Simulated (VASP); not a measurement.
**Sn: single point with PBE**

The system is Sn.

```xyz
16
Lattice="8.0560 -0.0553 -0.5101 -0.0553 7.8194 -0.2140 -0.5101 -0.2140 7.9971" Properties=species:S:1:pos:R:3 pbc="T T T"
Sn    0.4085    1.7047    3.3709
Sn    7.9597    2.5249    5.6606
Sn    4.2514    1.9012    2.9732
Sn    6.1732    5.1024    6.0568
Sn    7.1732    6.2119    0.9060
Sn    3.4084    6.0195    6.7628
Sn    0.3561    7.1756    6.6345
Sn    4.6228    6.5872    3.0672
Sn    2.7308    1.5420    0.2374
Sn    2.0621    7.0261    2.1599
Sn    4.2512    1.0848    5.8168
Sn    2.5584    3.6751    5.0513
Sn    6.7100    1.2313    0.4116
Sn    6.5581    4.2216    3.1334
Sn    4.4810    4.2331    1.0623
Sn    1.4507    4.0304    1.4746
```

| Quantity | Value |
| --- | --- |
| Program | VASP 6.6.1 |
| Task | single point |
| Functional | PBE |
| Potentials or basis | VASP PAW PBE potentials, release 64 (Sn_d) |
| Cutoff | 520 eV |
| k mesh | 1 × 1 × 1, shifted |
| Occupations | fermi-dirac, width 0.0776 eV |
| Spin | no spin polarisation |

| Item | Value |
| --- | --- |
| Pressure | 1.4 GPa |
| Largest force | 1.513 eV/Å |
| Band gap on the k mesh | 0.26 eV |

Forces on the atoms (eV/Å):
```
Sn   0.235  0.116 -0.084
Sn  -0.017 -0.180  0.739
Sn  -0.294 -0.024 -0.135
Sn   0.060 -0.510 -0.152
Sn   0.454 -0.086  0.193
Sn   0.240  0.121 -0.115
Sn  -0.193 -0.065 -0.156
Sn   0.922 -0.036  0.785
Sn   0.222 -0.169 -0.294
Sn  -1.318  0.445 -0.596
Sn   0.322 -0.399  0.788
Sn  -0.060  0.093 -0.019
Sn  -0.471  0.121 -0.426
Sn   0.211  0.124  0.241
Sn  -0.150  0.490 -0.742
Sn  -0.164 -0.041 -0.027
```

Stress tensor (GPa, compression positive):
```
1.06 3.23 1.70
3.23 1.62 3.41
1.70 3.41 1.55
```

Levels at points of the mesh, in eV from the valence-band top:
| k point | band 110 | band 111 | band 112 | band 113 | band 114 | band 115 |
| --- | --- | --- | --- | --- | --- | --- |
| (0.25, 0.25, 0.25) | -0.59 | -0.33 | 0.00 | 0.26 | 0.31 | 0.54 |

Wall time 7.5 min on 1 thread of AMD EPYC 7R13, on a shared host, peak memory 0.43 GiB.

Caveat: the k points lie up to 0.80 Å⁻¹ apart; spin-orbit coupling is left out, which moves the levels of the heavy elements.
